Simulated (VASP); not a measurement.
Set up this calculation in VASP 6.6.1, as the native input.

```yaml
Task: relaxation of cell and atoms
Functional: PBE
Potentials_or_basis: VASP PAW PBE potentials, release 64 (Si, Sb, Te)
Cutoff: 600 eV
k_mesh: 8 × 8 × 8
Occupations: gaussian, width 0.1 eV
Spin: no spin polarisation
Dipole_correction: no
Further_INCAR_settings: ALGO = Normal; EDIFF = 1e-06; IBRION = 2; EDIFFG = -0.01; NSW = 100; ISIF = 3
```

The structure of SiSbTe3 lies in POSCAR:

```
SiSbTe3
1.0
    5.7255863031      0.0000000000      0.0000000000
    0.0000000000      5.7255863031      0.0000000000
    0.0000000000      0.0000000000      5.7255863031
Si Sb Te
1 1 3
Direct
    0.5000000000      0.5000000000      0.5000000000
    0.0000000000      0.0000000000      0.0000000000
    0.5000000000      0.0000000000      0.0000000000
    0.0000000000      0.5000000000      0.0000000000
    0.0000000000      0.0000000000      0.5000000000
```

The input as run:

INCAR

```
PREC = Accurate
ENCUT = 600
EDIFF = 1E-6
ISMEAR = 0
SIGMA = 0.1
LREAL = False
LASPH = True
NELM = 100
ALGO = Normal
ISIF = 3
LWAVE = False
LCHARG = False
GGA = PE
IBRION = 2
NSW = 100
EDIFFG = -0.01
```

KPOINTS

```
Automatic mesh
0
Gamma
  8 8 8
```

Potentials or basis: VASP PAW PBE potentials, release 64 (Si, Sb, Te).

The run is started by

```bash
$ cat potpaw_PBE.64/Si/POTCAR potpaw_PBE.64/Sb/POTCAR potpaw_PBE.64/Te/POTCAR > POTCAR
$ mpirun -np 1 vasp_std > vasp.out
```

Results of the run:

```yaml
Relaxed_volume: 37.06 Å³/atom
Relaxed_cell: a = 5.701 Å, b = 5.701 Å, c = 5.701 Å, α = 90.00°, β = 90.00°, γ = 90.00°
Space_group_after_relaxing_to_0.05_Å: Pm-3m (No. 221)
Energy_gained_by_relaxing: 0.6 meV/atom
Ionic_steps: 2
Pressure_after_relaxing: 0.0 GPa
```

It took 110 s on 1 thread of Intel(R) Xeon(R) 6975P-C (Granite Rapids) (shared host), peak memory 0.44 GiB.
